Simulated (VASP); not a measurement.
**ZrC: single point with r2SCAN**

ZrC:

```xyz
2
Lattice="2.8767 0.0000 0.0000 0.0000 2.8767 0.0000 0.0000 0.0000 2.8767" Properties=species:S:1:pos:R:3 pbc="T T T"
Zr    0.0000    0.0000    0.0000
C     1.4384    1.4384    1.4384
```

```json
{
  "Program": "VASP 6.6.1",
  "Task": "single point",
  "Functional": "r2SCAN",
  "Potentials or basis": "VASP PAW PBE potentials, release 64 (Zr_sv, C)",
  "Cutoff": "660 eV",
  "k mesh": "12 × 12 × 12",
  "Occupations": "gaussian, width 0.05 eV",
  "Spin": "no spin polarisation"
}
```

* Pressure: 9.0 GPa
* Band gap on the k mesh: zero (bands 8 and 9 overlap by 2.26 eV)

Levels at points of the mesh, in eV from the Fermi level:
| k point | band 5 | band 6 | band 7 | band 8 | band 9 | band 10 | band 11 | band 12 |
| --- | --- | --- | --- | --- | --- | --- | --- | --- |
| (0.00, 0.00, 0.00) | -12.79 | -2.06 | -2.06 | 1.29 | 1.29 | 1.29 | 5.67 | 5.67 |
| (0.50, 0.00, 0.00) | -9.82 | -6.02 | -1.21 | -1.21 | -0.88 | 6.20 | 6.59 | 8.42 |
| (0.50, 0.50, 0.00) | -10.84 | -2.39 | -2.39 | -0.48 | 2.03 | 2.87 | 2.87 | 4.76 |
| (0.50, 0.50, 0.50) | -7.95 | -5.89 | -5.89 | -5.89 | 8.24 | 8.24 | 9.57 | 9.57 |

It took 2.2 min on 1 thread of Intel Xeon 8259CL, with other jobs on the host, peak memory 0.17 GiB.

Caveat: the cell stands under pressure; the PAW data sets were made with another functional, which shifts forces and pressure a little.
